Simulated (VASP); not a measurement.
# Ba (Pm-3m) in VASP: settings compared

Aim: see how the results for Ba move with the level of theory and the settings. Levels: BLYP+D3(BJ), LDA. Tasks: relaxation of cell and atoms.

Program: VASP 6.6.1. These are calculated values, not measurements. Logs are shortened: lines on timing, memory, paths and dates and some standing lists are left out, and cuts for length are marked.

## (1) The cell of the first run

It takes space group Pm-3m (No. 221, cubic). Conventional cell: a = 3.918 Å, b = 3.918 Å, c = 3.918 Å, α = 90.00°, β = 90.00°, γ = 90.00°. Within 5.1 Å of Ba (site symmetry m-3m) lie 6 Ba at 3.92 Å.

## (2) Relaxation of cell and atoms, BLYP+D3(BJ)

The input, INCAR:

```
PREC     = Accurate       # precision mode
ENCUT    = 600            # plane-wave cutoff, eV
EDIFF    = 1E-6           # SCF threshold, eV
ISMEAR   = -1             # smearing method
SIGMA    = 0.1            # smearing width, eV
LREAL    = False          # projectors in reciprocal space
LASPH    = True           # aspherical terms in the spheres
NELM     = 80             # most SCF steps
ALGO     = Normal         # electronic algorithm
ISIF     = 3              # what is computed and relaxed
LWAVE    = False          # write WAVECAR
LCHARG   = False          # write CHGCAR
GGA      = B5             # functional
ALDAX    = 1.0          
AGGAX    = 1.0          
AGGAC    = 1.0          
ALDAC    = 0.0          
IVDW     = 12             # dispersion correction
VDW_S6   = 1.0          
VDW_S8   = 2.6996       
VDW_A1   = 0.4298       
VDW_A2   = 4.2359       
IBRION   = 2              # ionic algorithm
NSW      = 50             # ionic steps
EDIFFG   = -0.05          # ionic threshold
```

The input, KPOINTS:

```
Automatic mesh
0
Gamma
  6 6 6
```

The input, POSCAR:

```
Ba
1.0
    3.9177180000      0.0000000000      0.0000000000
    0.0000000000      3.9177180000      0.0000000000
    0.0000000000      0.0000000000      3.9177180000
Ba
1
Direct
    0.0000000000      0.0000000000      0.0000000000
```

Potentials or basis: VASP PAW PBE potentials, release 64 (Ba_sv).

Command:

```sh
$ cat potpaw_PBE.64/Ba_sv/POTCAR > POTCAR
$ mpirun -np 1 vasp_std > vasp.out
```

OUTCAR:

```text
PREC = Accurate
   ENCUT = 600
   EDIFF = 1E-6
   ISMEAR = -1
   LREAL = False
   LASPH = True
   NELM = 80
   ISIF = 3
   GGA = B5
   IVDW = 12
   IBRION = 2
   NSW = 50
   EDIFFG = -0.05
 IVDW          = 12

 ion  position               nearest neighbor table
   1  0.000  0.000  0.000-

  LATTYP: Found a simple cubic cell.
 ALAT       =     3.9177180000

  Lattice vectors:

 A1 = (   3.9177180000,   0.0000000000,   0.0000000000)
 A2 = (   0.0000000000,   3.9177180000,   0.0000000000)
 A3 = (   0.0000000000,   0.0000000000,   3.9177180000)

Analysis of symmetry for initial positions (statically):
=====================================================================
 Subroutine PRICEL returns:
 Original cell was already a primitive cell.

 Routine SETGRP: Setting up the symmetry group for a
 simple cubic supercell.

 Subroutine GETGRP returns: Found 48 space group operations
 (whereof 48 operations were pure point group operations)
 out of a pool of 48 trial point group operations.

The static configuration has the point symmetry O_h .

Analysis of symmetry for dynamics (positions and initial velocities):
=====================================================================
 Subroutine PRICEL returns:
 Original cell was already a primitive cell.

 Routine SETGRP: Setting up the symmetry group for a
 simple cubic supercell.

 Subroutine GETGRP returns: Found 48 space group operations
 (whereof 48 operations were pure point group operations)
 out of a pool of 48 trial point group operations.

The dynamic configuration has the point symmetry O_h .

 Subroutine INISYM returns: Found 48 space group operations
 (whereof 48 operations are pure point group operations),
 and found     1 'primitive' translations

----------------------------------------------------------------------------------------

                                     Primitive cell

  volume of cell :      60.1312

  direct lattice vectors                    reciprocal lattice vectors
     3.917718000  0.000000000  0.000000000     0.255250633  0.000000000  0.000000000
     0.000000000  3.917718000  0.000000000     0.000000000  0.255250633  0.000000000
     0.000000000  0.000000000  3.917718000     0.000000000  0.000000000  0.255250633

  length of vectors
     3.917718000  3.917718000  3.917718000     0.255250633  0.255250633  0.255250633

  position of ions in fractional coordinates (direct lattice)
     0.000000000  0.000000000  0.000000000

  ion indices of the primitive-cell ions
   primitive index   ion index
                 1           1

----------------------------------------------------------------------------------------

 KPOINTS: Automatic mesh

Automatic generation of k-mesh.
 Grid dimensions read from file:
 generate k-points for:    6    6    6

 Generating k-lattice:

  Cartesian coordinates                     Fractional coordinates (reciprocal lattice)
     0.042541772  0.000000000  0.000000000     0.166666667  0.000000000  0.000000000
     0.000000000  0.042541772  0.000000000     0.000000000  0.166666667  0.000000000
     0.000000000  0.000000000  0.042541772     0.000000000  0.000000000  0.166666667

  Length of vectors
     0.042541772  0.042541772  0.042541772

  Shift w.r.t. Gamma in fractional coordinates (k-lattice)
     0.000000000  0.000000000  0.000000000

 Subroutine IBZKPT returns following result:
 ===========================================

 Found     20 irreducible k-points:

 Following reciprocal coordinates:
            Coordinates               Weight
  0.000000  0.000000  0.000000      1.000000
  0.166667  0.000000  0.000000      6.000000
  0.333333  0.000000  0.000000      6.000000
  0.500000  0.000000  0.000000      3.000000
  0.166667  0.166667  0.000000     12.000000
  0.333333  0.166667  0.000000     24.000000
[... 12 lines left out ...]
  0.500000  0.500000  0.333333      6.000000
  0.500000  0.500000  0.500000      1.000000
   k-points           NKPTS =     20   k-points in BZ     NKDIM =     20   number of bands    NBANDS=      9
   number of dos      NEDOS =    301   number of ions     NIONS =      1
   total plane-waves  NPLWV =  32768
   dimension x,y,z NGX =    32 NGY =   32 NGZ =   32
   dimension x,y,z NGXF=    64 NGYF=   64 NGZF=   64
   ions per type =               1
   NGX,Y,Z   is equivalent  to a cutoff of  13.58, 13.58, 13.58 a.u.
   NGXF,Y,Z  is equivalent  to a cutoff of  27.16, 27.16, 27.16 a.u.
 SYSTEM =  unknown system
   PREC   = accura    normal or accurate (medium, high low for compatibility)
   ISTART =      0    job   : 0-new  1-cont  2-samecut
   ICHARG =      2    charge: 1-file 2-atom 10-const
   ISPIN  =      1    spin polarized calculation?
   LNONCOLLINEAR =      F non collinear calculations
   LSORBIT =      F    spin-orbit coupling
   LASPH  =      T    aspherical Exc in radial PAW
   ENCUT  =  600.0 eV  44.10 Ry    6.64 a.u.   7.82  7.82  7.82*2*pi/ulx,y,z
   NELM   =     80;   NELMIN=  2; NELMDL= -5     # of ELM steps
   EDIFF  = 0.1E-05   stopping-criterion for ELM
   LREAL  =      F    real-space projection
   EDIFFG = -.5E-01   stopping-criterion for IOM
   NSW    =     50    number of steps for IOM
   IBRION =      2    ionic relax: 0-MD 1-quasi-New 2-CG
   NFREE  =      1    steps in history (QN), initial steepest desc. (CG)
   ISIF   =      3    stress and relaxation
   ISYM   =      2    0-nonsym 1-usesym 2-fastsym
   POTIM  = 0.5000    time-step for ionic-motion
   TEBEG  =    0.0;   TEEND  =   0.0 temperature during run
   PSTRESS=    0.0 pullay stress
   NELECT =      10.0000    total number of electrons
   NUPDOWN=      -1.0000    fix difference up-down
   EMIN   =  10.00;   EMAX   =-10.00  energy-range for DOS
   EFERMI =   0.00;   METHOD = LEGACY
   ISMEAR =    -1;   SIGMA  =   0.10  broadening in eV -4-tet -1-fermi 0-gaus
   EFERMI_NEDOS =   21; number of points for ismear=-14 and -15
   IALGO  =     38    algorithm
   IMIX   =      4    mixing-type and parameters
     AMIX     =   0.40;   BMIX     =  1.00
     AMIX_MAG =   1.60;   BMIX_MAG =  1.00
  volume/ion in A,a.u.               =      60.13       405.79
  Fermi-wavevector in a.u.,A,eV,Ry     =   0.900275  1.701272 11.027445  0.810494
  Thomas-Fermi vector in A             =   2.023212
   LORBIT       =      0    0 simple, 1 ext, 2 COOP (PROOUT), +10 PAW based schemes
   GGA     = B5    functional components
   LHFCALC =     F    Hartree Fock is set to
   AEXX    =    0.0000 exact exchange contribution
   IVDW    =    12    specifies the selected vdW correction
   LEPSILON=     F    determine dielectric tensor
   LRPA    =     F    only Hartree local field effects (RPA)
 conjugate gradient relaxation of ions
 non-spin polarized calculation
  energy-cutoff  :      600.00
  volume of cell :       60.13
 maximum number of plane-waves:      2028
 NGX is ok and might be reduce to    32
   NGX = 15   NGY = 15   NGZ = 15

--------------------------------------- Ionic step        1  -------------------------------------------

 number of electron      10.0000000 magnetization

 Free energy of the ion-electron system (eV)
  ---------------------------------------------------
  ext. energy  EPLUGINS =         0.00000000
  ---------------------------------------------------
  free energy    TOTEN  =        -0.93749753 eV

  energy without entropy =       -0.89477558  energy(sigma->0) =       -0.91613656

------------------------ aborting loop because EDIFF is reached ----------------------------------------

 Edisp (eV)   -0.54935

 E8    (eV) :    -0.4561

  FORCE on cell =-STRESS in cart. coord.  units (eV):
  Direction    XX          YY          ZZ          XY          YZ          ZX
  --------------------------------------------------------------------------------------
  -------------------------------------------------------------------------------------
  Total      -0.19873    -0.19873    -0.19873    -0.00000     0.00000    -0.00000
  in kB      -5.29509    -5.29509    -5.29509    -0.00000     0.00000    -0.00000
  external pressure =       -5.30 kB  Pullay stress =        0.00 kB

 VOLUME and BASIS-vectors are now :
 -----------------------------------------------------------------------------
  energy-cutoff  :      600.00
  volume of cell :       60.13
      direct lattice vectors                 reciprocal lattice vectors
     3.917718000  0.000000000  0.000000000     0.255250633  0.000000000  0.000000000
     0.000000000  3.917718000  0.000000000     0.000000000  0.255250633  0.000000000
     0.000000000  0.000000000  3.917718000     0.000000000  0.000000000  0.255250633
[... 40 lines left out ...]
 POSITION                                       TOTAL-FORCE (eV/Angst)
 -----------------------------------------------------------------------------------
      0.00000      0.00000      0.00000         0.000000      0.000000      0.000000
 -----------------------------------------------------------------------------------
    total drift:                               -0.000000      0.000000      0.000000

  FREE ENERGIE OF THE ION-ELECTRON SYSTEM (eV)
  ---------------------------------------------------
  free  energy   TOTEN  =        -1.4913250022 eV

  energy  without entropy=       -1.4501412641  energy(sigma->0) =       -1.47073313

--------------------------------------- Ionic step        3  -------------------------------------------

 number of electron       9.9999999 magnetization

 Free energy of the ion-electron system (eV)
  ---------------------------------------------------
  ext. energy  EPLUGINS =         0.00000000
  ---------------------------------------------------
  free energy    TOTEN  =        -0.90568659 eV

  energy without entropy =       -0.86561230  energy(sigma->0) =       -0.88564945

 E-fermi :   2.5221     XC(G=0):  -7.2703

 val. band max:        2.3938624100   @ k =   0.0000   0.0000   0.0000
 cond. band min:       2.5265201876   @ k =   0.1667   0.0000   0.0000
 fundamental gap:      0.1326577776
 Fermi energy:         2.5221424444

 k-point     1 :       0.0000    0.0000    0.0000
  band No.  band energies     occupation
      1     -26.6117      2.00000
      2     -11.4088      2.00000
      3     -11.4088      2.00000
      4     -11.4088      2.00000
      5      -0.0546      2.00000
      6       2.3939      1.56585
      7       2.3939      1.56585
      8       7.6088      0.00000
      9       7.6088      0.00000

 k-point     2 :       0.1667    0.0000    0.0000
  band No.  band energies     occupation
      1     -26.5909      2.00000
      2     -11.6585      2.00000
      3     -11.3870      2.00000
      4     -11.3870      2.00000
      5       0.3738      2.00000
      6       2.5265      0.97811
      7       2.8955      0.04669
      8       6.6872      0.00000
      9       6.6872      0.00000
[... 240 lines left out ...]
 POSITION                                       TOTAL-FORCE (eV/Angst)
 -----------------------------------------------------------------------------------
      0.00000      0.00000      0.00000        -0.000000      0.000000      0.000000
 -----------------------------------------------------------------------------------
    total drift:                                0.000000      0.000000      0.000000

  FREE ENERGIE OF THE ION-ELECTRON SYSTEM (eV)
  ---------------------------------------------------
  free  energy   TOTEN  =        -1.4933013100 eV

  energy  without entropy=       -1.4532270231  energy(sigma->0) =       -1.47326417

 reached required accuracy - stopping structural energy minimisation
```

It took 43 s on 1 thread of Intel Xeon Platinum 8488C (Sapphire Rapids), shared host; peak memory 0.2 GiB.

Results:

```
Free energy                            : -1.4933 eV
Relaxed volume                         : 56.21 Å³/atom
Relaxed cell                           : a = 3.831 Å, b = 3.831 Å, c = 3.831 Å, α = 90.00°, β = 90.00°, γ = 90.00°
Space group after relaxing (to 0.05 Å) : Pm-3m (No. 221)
Energy gained by relaxing              : 6.5 meV/atom
Ionic steps                            : 3
Pressure after relaxing                : 0.0 GPa
Band gap on the k mesh                 : zero (band 5 reaches 2.61 eV, above the bottom of band 6 at 2.30 eV)
Dispersion energy per atom             : -0.588 eV
```

Step by step:
| step | energy change (eV) | largest force (eV/Å) | pressure (GPa) | volume (Å³) |
| --- | --- | --- | --- | --- |
| 1 | 0.0000 | 0.0000 | -0.53 | 60.13 |
| 2 | -0.0045 | 0.0000 | -0.31 | 58.42 |
| 3 | -0.0065 | 0.0000 | 0.03 | 56.21 |

Final structure:
```
Ba
1.0
     3.83067    0.00000    0.00000
     0.00000    3.83067    0.00000
     0.00000    0.00000    3.83067
Ba
1
Direct
  0.00000 0.00000 0.00000
```

Caveat: the PAW data sets were made with another functional, which shifts forces and pressure a little; spin-orbit coupling is left out, which moves the levels of the heavy elements; pairwise dispersion overbinds metals, which lowers pressure and volume.

## (3) Relaxation of cell and atoms, LDA

The input, INCAR:

```
PREC = Accurate ; ENCUT = 600
EDIFF = 1E-7 ; ISMEAR = -1
SIGMA = 0.1 ; LREAL = F
LASPH = T ; NELM = 100
ALGO = Normal ; ISIF = 3
LWAVE = F ; LCHARG = F
GGA = CA ; IBRION = 2
NSW = 50 ; EDIFFG = -0.05
```

The input, KPOINTS:

```
regular mesh
0
Gamma
  6 6 6
```

POSCAR is that of step 2.

Potentials or basis: VASP PAW LDA potentials, release 64 (Ba_sv).

Command:

```sh
$ cat potpaw_LDA.64/Ba_sv/POTCAR > POTCAR
$ mpirun -np 1 vasp_std > vasp.out
```

It took 27 s on 1 thread of Intel Xeon Platinum 8488C (Sapphire Rapids), shared host; peak memory 0.17 GiB.

The run converged. Its results:

- Free energy: -1.9813 eV
- Relaxed volume: 52.65 Å³/atom
- Relaxed cell: a = 3.748 Å, b = 3.748 Å, c = 3.748 Å, α = 90.00°, β = 90.00°, γ = 90.00°
- Space group after relaxing (to 0.05 Å): Pm-3m (No. 221)
- Energy gained by relaxing: 32.2 meV/atom
- Ionic steps: 3
- Pressure after relaxing: -0.1 GPa
- Band gap on the k mesh: zero (band 5 reaches 2.16 eV, above the bottom of band 6 at 1.78 eV)

Step by step:
| step | energy change (eV) | largest force (eV/Å) | pressure (GPa) | volume (Å³) |
| --- | --- | --- | --- | --- |
| 1 | 0.0000 | 0.0000 | -1.12 | 60.13 |
| 2 | -0.0211 | 0.0000 | -0.75 | 56.55 |
| 3 | -0.0322 | 0.0000 | -0.14 | 52.65 |

Final structure:
```
Ba
1.0
     3.74811    0.00000    0.00000
     0.00000    3.74811    0.00000
     0.00000    0.00000    3.74811
Ba
1
Direct
  0.00000 0.00000 0.00000
```

Levels at points of the mesh, in eV from the Fermi level:
```tsv
k point	band 3	band 4	band 5	band 6	band 7	band 8
(0.00, 0.00, 0.00)	-13.60	-13.60	-2.66	-0.20	-0.20	5.65
(0.50, 0.00, 0.00)	-13.49	-13.49	-0.66	0.46	1.22	2.87
(0.50, 0.50, 0.00)	-14.55	-13.39	-1.34	0.74	3.47	3.47
(0.50, 0.50, 0.50)	-14.39	-14.39	-0.26	-0.26	-0.26	4.12
```

Caveat: spin-orbit coupling is left out, which moves the levels of the heavy elements.
